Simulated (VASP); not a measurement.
Wanted: the native input for a VASP 6.6.1 run.

| Quantity | Value |
| --- | --- |
| Task | single point |
| Functional | PBEsol |
| Potentials or basis | VASP PAW PBE potentials, release 64 (Sb, Ga_d) |
| Cutoff | 520 eV |
| k mesh | 7 × 7 × 1 |
| Occupations | gaussian, width 0.1 eV |
| Spin | no spin polarisation |
| Dipole correction | yes |
| Further INCAR settings | ALGO = Normal; EDIFF = 1e-07; NBANDS = 42 |

The structure of Ga4Sb3 lies in POSCAR:

```
Ga4Sb3
1.0
    4.3212908977      0.0000000000      0.0000000000
    0.0000000000      4.3212908977      0.0000000000
    0.0000000000      0.0000000000     26.6390352431
Sb Ga
3 4
Direct
    0.0000000000      0.5000000000      0.3190806245
    0.5000000000      0.0000000000      0.4337850073
    0.0000000000      0.5000000000      0.5488178822
    0.5000000000      0.5000000000      0.3764328158
    0.0000000000      0.0000000000      0.4905617996
    0.5000000000      0.5000000000      0.6070830752
    0.5000000000      0.5000000000      0.7035867234
```

The input as run:

INCAR

```
PREC = Accurate
ENCUT = 520
EDIFF = 1E-7
ISMEAR = 0
SIGMA = 0.1
LREAL = F
LASPH = T
NELM = 60
ALGO = Normal
ISIF = 2
LWAVE = F
LCHARG = F
LDIPOL = T
IDIPOL = 3
DIPOL = 0.5 0.5 0.497
GGA = PS
NBANDS = 42
```

KPOINTS

```
Automatic mesh
0
Gamma
  7 7 1
```

Potentials or basis: VASP PAW PBE potentials, release 64 (Sb, Ga_d).

Command:

```sh
$ cat potpaw_PBE.64/Sb/POTCAR potpaw_PBE.64/Ga_d/POTCAR > POTCAR
$ mpirun -np 1 vasp_std > vasp.out
```

It gave:

| Item | Value |
| --- | --- |
| Largest force | 0.216 eV/Å |

Caveat: the PAW data sets were made with another functional, which shifts forces and pressure a little.

It took 11 min on 1 thread of Intel(R) Xeon(R) Platinum 8259CL CPU @ 2.50GHz (Skylake/Cascade Lake), on a shared host, peak memory 0.62 GiB.
